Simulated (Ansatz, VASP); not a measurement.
One calculation of V, two programs

INCAR

```
  PREC = Accurate
  ENCUT = 520
  EDIFF = 1E-7
  ISMEAR = -1
  SIGMA = 0.08
  LREAL = False
  LASPH = True
  NELM = 60
  ALGO = Normal
  ISIF = 2
  LWAVE = False
  LCHARG = True
  GGA = PE
  LELF = True
  LVHAR = True
  NBANDS = 12
```

File KPOINTS:

```
Automatic mesh
0
Gamma
  15 15 15
```

Contents of POSCAR:

```
V
1.0
    2.2372699421      0.0000000000      0.0000000000
    0.0000000000      2.2372699421      0.0000000000
    0.0000000000      0.0000000000      2.2372699421
V
1
Direct
    0.0000000000      0.0000000000      0.0000000000
```

Input for Ansatz:

```yaml
crystal:
  lattice:
    - [2.2372699421, 0.0, 0.0]
    - [0.0, 2.2372699421, 0.0]
    - [0.0, 0.0, 2.2372699421]
  atoms:
    - { symbol: V, position: [0.0, 0.0, 0.0] }
kpoints:
  mp_grid: { grid: [15, 15, 15] }
scf:
  occupations: { method: fermi_dirac, width: 0.08 }
hamiltonian:
  xc: pbe
  pseudopotentials: { kind: all_electron, lapw: { basis_error: 0.001 } }
output:
  forces: true
  stress: true
  eigenvalues: true
  populations: true
```

Change from the starting cell: volume scaled by 0.76, LAPW.

Alike in both runs: task single point; functional PBE; k mesh 15 × 15 × 15; occupations fermi-dirac, width 0.08 eV; no spin polarisation.

```csv
,VASP,Ansatz
version,VASP 6.6.1,Ansatz 0.2.0
potentials or method,"VASP PAW PBE potentials, release 64 (V_sv), cutoff 520 eV","all-electron LAPW, scalar-relativistic"
```

VASP gave:

| Property | Result |
| --- | --- |
| pressure (GPa) | 63.2 |

**Question.** What did Ansatz give for the same quantities?

**Answer.** Pressure (GPa): 61.4.

Both programs put the cell under a high pressure, so it lies far from rest at this level. Ansatz ran all-electron here, and VASP with PAW potentials.

Noted on VASP's run: the cell as given lies far from equilibrium.
